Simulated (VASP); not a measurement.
BiB (NiAs type), 4 atoms in the cell. Symmetry: P6_3/mmc, No. 194, hexagonal system. The conventional cell has a = 2.860 Å, b = 2.860 Å, c = 5.067 Å, α = 90.00°, β = 90.00°, γ = 120.00°. B (site symmetry -3m) has 6 Bi at 2.08 Å and 2 B at 2.53 Å within 2.8 Å. Bi (site symmetry -6m2) has 6 B at 2.08 Å within 2.8 Å. 

* Program: VASP 6.6.1
* Task: single point
* Functional: PBE
* Potentials or basis: VASP PAW PBE potentials, release 64 (B, Bi_d)
* Cutoff: 520 eV
* k mesh: 13 × 13 × 8
* Occupations: fermi-dirac, width 0.1 eV
* Spin: no spin polarisation
* Dipole correction: no
* Further INCAR settings: ALGO = Normal; EDIFF = 1e-07; NBANDS = 26

Potentials or basis: VASP PAW PBE potentials, release 64 (B, Bi_d).

Command:

```console
$ cat potpaw_PBE.64/B/POTCAR potpaw_PBE.64/Bi_d/POTCAR > POTCAR
$ mpirun -np 1 vasp_std > vasp.out
```

Hardware: 1 thread of Intel(R) Xeon(R) 6975P-C (Granite Rapids), with other jobs on the host.

How long does it take, and how much memory?

It took 34 s on 1 thread of Intel(R) Xeon(R) 6975P-C (Granite Rapids) (shared host), peak memory 0.22 GiB. Counts: scf iterations 13, k points 105.
